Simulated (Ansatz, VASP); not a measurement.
# One calculation of PbS, two programs

```
Pb S
1.0
     0.00000    2.96500    2.96500
     2.96500    0.00000    2.96500
     2.96500    2.96500    0.00000
Pb S
1 1
Direct
  0.00000 0.00000 0.00596
  0.50000 0.50000 0.50000
```

Change from the starting cell: all Pb atoms moved +0.025 Å, as atom 1 along Cartesian [1 1 0].

Alike in both runs: task single point; functional PBE; k mesh 10 × 10 × 10; occupations gaussian, width 0.03 eV; no spin polarisation.

```csv
,VASP,Ansatz
version,VASP 6.6.1,Ansatz 0.2.0
potentials or method,"VASP PAW PBE potentials, release 64 (Pb_d, S), cutoff 520 eV","scalar-relativistic, plane waves, PAW"
valence electrons in the cell,20,20
```

Ansatz gave:

| Quantity | Value |
| --- | --- |
| gap on the k mesh at the Fermi level (eV) | 0.36 |
| least direct gap on the mesh (eV) | 0.36 |
| pressure (GPa) | 2.3 |
| rms of the force components (eV/Å) | 0.008 |

Question: Which values does VASP return?

Answer: gap on the k mesh at the Fermi level (eV): 0.36; least direct gap on the mesh (eV): 0.36; pressure (GPa): 2.2; rms of the force components (eV/Å): 0.008.

Atom by atom the forces differ by 0.000 eV/Å (rms over components).

Spin-orbit coupling is off throughout.
